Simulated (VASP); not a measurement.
Crystal: Hf3NbO.

```
Hf Nb O
1.0
     3.39012    0.00000    0.00000
     0.00000    3.39012    0.00000
     0.00000    0.00000    8.27520
Hf Nb O
3 1 1
Direct
  0.50000 0.50000 0.15458
  0.50000 0.50000 0.84542
  0.00000 0.00000 0.50000
  0.00000 0.00000 0.00000
  0.50000 0.50000 0.50000
```

| Item | Value |
| --- | --- |
| Program | VASP 6.6.1 |
| Task | relaxation of cell and atoms |
| Functional | PBE |
| Potentials or basis | VASP PAW PBE potentials, release 64 (Hf_pv, Nb_sv, O) |
| Cutoff | 600 eV |
| k mesh | 6 × 6 × 2 |
| Occupations | gaussian, width 0.1 eV |
| Spin | no spin polarisation |

At the start: pressure 3.3 GPa; volume 19.02 Å³/atom.

**Question.** Where does the relaxation end?

**Answer.** Over 16 steps the energy falls by 596.0 meV/atom and the volume is 17.25 Å³/atom (-9.3 %); space group P4/mmm (No. 123, to 0.05 Å).

Step by step:
| step | energy change (eV) | largest force (eV/Å) | pressure (GPa) | volume (Å³) |
| --- | --- | --- | --- | --- |
| 1 | 0.0000 | 7.0820 | 3.25 | 95.11 |
| 2 | -1.9097 | 0.5879 | -13.66 | 100.33 |
| 3 | -1.9109 | 0.7015 | -12.97 | 99.96 |
| 4 | -2.4474 | 1.2650 | 14.32 | 80.32 |
| 5 | -2.6382 | 1.2383 | 2.47 | 86.13 |
| 6 | -2.8534 | 0.6050 | 3.30 | 84.72 |
| 7 | -2.8816 | 0.4789 | 5.58 | 83.50 |
| 8 | -2.8970 | 0.0953 | 4.27 | 84.05 |
| 9 | -2.8995 | 0.1909 | -5.26 | 89.51 |
| 10 | -2.9442 | 0.0614 | -0.88 | 86.74 |
| 11 | -2.9608 | 0.1952 | -0.29 | 86.39 |
| 12 | -2.9676 | 0.3477 | 0.57 | 85.96 |
| 13 | -2.9779 | 0.1694 | -0.42 | 86.53 |
| 14 | -2.9784 | 0.1164 | -0.70 | 86.69 |
| 15 | -2.9785 | 0.0442 | 0.84 | 85.80 |
| 16 | -2.9801 | 0.0354 | 0.08 | 86.23 |

Final structure:
```
Hf Nb O
1.0
     3.31432    0.00000    0.00000
     0.00000    3.31432    0.00000
     0.00000    0.00000    7.85033
Hf Nb O
3 1 1
Direct
  0.50000 0.50000 0.21772
  0.50000 0.50000 0.78228
  0.00000 0.00000 0.50000
  0.00000 0.00000 0.00000
  0.50000 0.50000 0.50000
```

Caveat: the k points lie up to 0.40 Å⁻¹ apart in the final cell; an odd number of electrons without spin polarisation forces a metal; a magnetic or distorted state may lie lower.
